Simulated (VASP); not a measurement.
**AgI: relaxation of shape and atoms at fixed volume with PBE**

Crystal: AgI.

```
Ag I
1.0
     4.63853    0.00000    0.00000
    -2.31926    4.01708    0.00000
     0.00000    0.00000    7.58703
Ag I
2 2
Cartesian
  2.3193 1.3390 4.7621
  0.0000 2.6781 0.9685
  2.3193 1.3390 0.0178
  0.0000 2.6781 3.8113
```

```yaml
Program: VASP 6.6.1
Task: relaxation of shape and atoms at fixed volume
Functional: PBE
Potentials_or_basis: VASP PAW PBE potentials, release 64 (Ag, I)
Cutoff: 500 eV
k_mesh: 6 × 6 × 4
Occupations: gaussian, width 0.02 eV
Spin: no spin polarisation
Dipole_correction: no
Further_INCAR_settings: ALGO = Normal; EDIFF = 1e-07; IBRION = 2; EDIFFG = -0.01; NSW = 50; ISIF = 4
```

The pressure after relaxing is 0.8 GPa and the band gap on the k mesh is 1.37 eV.

Final structure:
```
Ag I
1.0
     4.63853    0.00000    0.00000
    -2.31926    4.01708    0.00000
     0.00000    0.00000    7.58703
Ag I
2 2
Direct
  0.66667 0.33333 0.62766
  0.33333 0.66667 0.12766
  0.66667 0.33333 0.00234
  0.33333 0.66667 0.50234
```

Levels at points of the mesh, in eV from the valence-band top:
```csv
k point,band 14,band 15,band 16,band 17,band 18,band 19,band 20,band 21,band 22
"(0.00, 0.00, 0.00)",-0.67,-0.67,-0.06,0.00,0.00,1.37,2.66,5.80,5.80
"(0.50, 0.00, 0.00)",-2.50,-2.09,-1.68,-0.97,-0.67,3.32,3.62,4.86,5.84
"(0.00, 0.00, 0.50)",-1.62,-0.35,-0.35,-0.35,-0.35,2.65,2.65,5.64,5.64
"(0.50, 0.00, 0.50)",-2.69,-1.17,-1.17,-1.17,-1.17,3.28,3.28,4.91,4.91
```

Run time: 72 s on 1 thread of Intel(R) Xeon(R) Platinum 8259CL CPU @ 2.50GHz (Skylake/Cascade Lake) (shared host), peak memory 0.28 GiB.

Caveat: spin-orbit coupling is left out, which moves the levels of the heavy elements.
